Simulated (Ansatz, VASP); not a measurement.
Two plane-wave programs on Ru

Contents of POSCAR:

```
Ru
1.0
    2.7237197275      0.0000000000      0.0000000000
   -1.3618598638      2.3588104769      0.0000000000
    0.0000000000      0.0000000000      4.3102577801
Ru
2
Direct
    0.6666666667      0.3333333333      0.7500000000
    0.3333333333      0.6666666667      0.2500000000
```

Contents of INCAR.step1:

```
PREC = Accurate
ENCUT = 520
EDIFF = 1E-5
ISMEAR = -1
SIGMA = 0.05
LREAL = False
LASPH = True
NELM = 60
ALGO = Normal
ISIF = 2
LWAVE = True
LCHARG = False
NBANDS = 21
GGA = PE
```

File INCAR.step2:

```
PREC = Accurate
ENCUT = 520
EDIFF = 1E-6
ISMEAR = -1
SIGMA = 0.05
LREAL = False
LASPH = True
NELM = 60
ALGO = Normal
ISIF = 2
LWAVE = False
LCHARG = False
GGA = PE
LHFCALC = True
AEXX = 0.25
HFSCREEN = 0.3
PRECFOCK = Normal
NBANDS = 21
ISTART = 1
```

File KPOINTS:

```
regular mesh
0
Gamma
  6 6 3
```

The input input.yaml:

```yaml
crystal:
  lattice:
    - [2.7237197275, 0.0, 0.0]
    - [-1.3618598638, 2.3588104769, 0.0]
    - [0.0, 0.0, 4.3102577801]
  atoms:
    - { symbol: Ru, position: [0.6666666667, 0.3333333333, 0.75] }
    - { symbol: Ru, position: [0.3333333333, 0.6666666667, 0.25] }
hamiltonian:
  xc: { exchange: pbe, correlation: pbe, exx: { coeff: 0.25, omega: 0.3 } }
  pseudopotentials: { kind: paw }
kpoints:
  mp_grid: { grid: [6, 6, 3] }
scf:
  occupations: { method: fermi_dirac, width: 0.05 }
output:
  forces: true
  stress: true
  eigenvalues: true
```

Alike in both runs: task single point; functional PBE-based screened hybrid with a share of 0.25 of exact exchange and HFSCREEN = 0.3; k mesh 6 × 6 × 3; occupations fermi-dirac, width 0.05 eV; no spin polarisation.

```csv
,VASP,Ansatz
version,VASP 6.6.1,Ansatz 0.2.0
potentials or method,"VASP PAW PBE potentials, release 64 (Ru_pv)",Ansatz PAW
plane-wave cutoff (eV),520,420
valence electrons in the cell,28,32
```

```csv
,VASP,Ansatz,Ansatz less VASP
gap on the k mesh at the Fermi level (eV),none,none,-
pressure (GPa),-13.3,-13.8,-0.54
"traceless stress, the component that is largest in VASP (GPa)",-4.53,-4.67,-0.145
```

VASP's potentials were made for PBE, not for PBE-based screened hybrid. A gap of «none» marks a metal or a gap that the smearing closes. VASP's potentials hold 28 valence electrons a cell and Ansatz's 32, so a difference there can come from the potentials and not from the codes.

The k mesh is coarse, so the values compare programs but aren't converged.
